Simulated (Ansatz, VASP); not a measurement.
As in VASP and in Ansatz

File INCAR:

```
PREC = Accurate
ENCUT = 520
EDIFF = 1E-6
ISMEAR = 0
SIGMA = 0.01
LREAL = False
LASPH = True
NELM = 100
ALGO = Normal
ISIF = 2
LWAVE = False
LCHARG = True
LDIPOL = True
IDIPOL = 3
DIPOL = 0.5 0.5 0.347
GGA = CA
LELF = True
LVHAR = True
LVACPOTAV = True
NBANDS = 12
```

KPOINTS

```
Automatic mesh
0
Gamma
  12 12 1
```

The input POSCAR:

```
As
1.0
    3.5749013640      0.0000000000      0.0000000000
   -1.7874506820      3.0959553972      0.0000000000
    0.0000000000      0.0000000000     26.4156438000
As
2
Direct
    0.3333333333      0.6666666667      0.3206195636
    0.6666666667      0.3333333333      0.3724478490
```

Input for Ansatz:

```yaml
crystal:
  lattice:
    - [3.574901364, 0.0, 0.0]
    - [-1.787450682, 3.0959553972, 0.0]
    - [0.0, 0.0, 26.4156438]
  atoms:
    - { symbol: As, position: [0.3333333333, 0.6666666667, 0.3206195636] }
    - { symbol: As, position: [0.6666666667, 0.3333333333, 0.372447849] }
  periodic: [true, true, false]
kpoints:
  mp_grid: { grid: [12, 12, 1] }
  band_path:
    path:
      - [0.0, 0.0, 0.0]
      - [0.5, 0.0, 0.0]
      - [0.3333333333, 0.3333333333, 0.0]
      - [0.0, 0.3125, 0.0]
    npoints: 1
hamiltonian:
  xc: lda
scf:
  occupations: { method: fixed }
  n_extra_bands: 4
output:
  forces: true
  stress: true
  eigenvalues: true
```

Alike in both runs: task single point; functional LDA; k mesh 12 × 12 × 1; no spin polarisation.

|  | VASP | Ansatz |
| --- | --- | --- |
| version | VASP 6.6.1 | Ansatz 0.2.0 |
| potentials or method | VASP PAW LDA potentials, release 64 (As) | plane waves, PAW |
| plane-wave cutoff (eV) | 520 | 420 |
| occupations | gaussian, width 0.01 eV | fixed |
| valence electrons in the cell | 10 | 30 |

```tsv
	VASP	Ansatz	Ansatz less VASP
gap on the k mesh at the Fermi level (eV)	1.59	1.59	-0.007
rms of the force components (eV/Å)	0.034	0.033	-0.0011
```

LDA's correlation is that of Perdew and Zunger in VASP and of Perdew and Wang (1992) in Ansatz. Atom by atom the forces differ by 0.068 eV/Å (rms over components). VASP's potentials hold 10 valence electrons a cell and Ansatz's 30, so a difference there can come from the potentials and not from the codes.
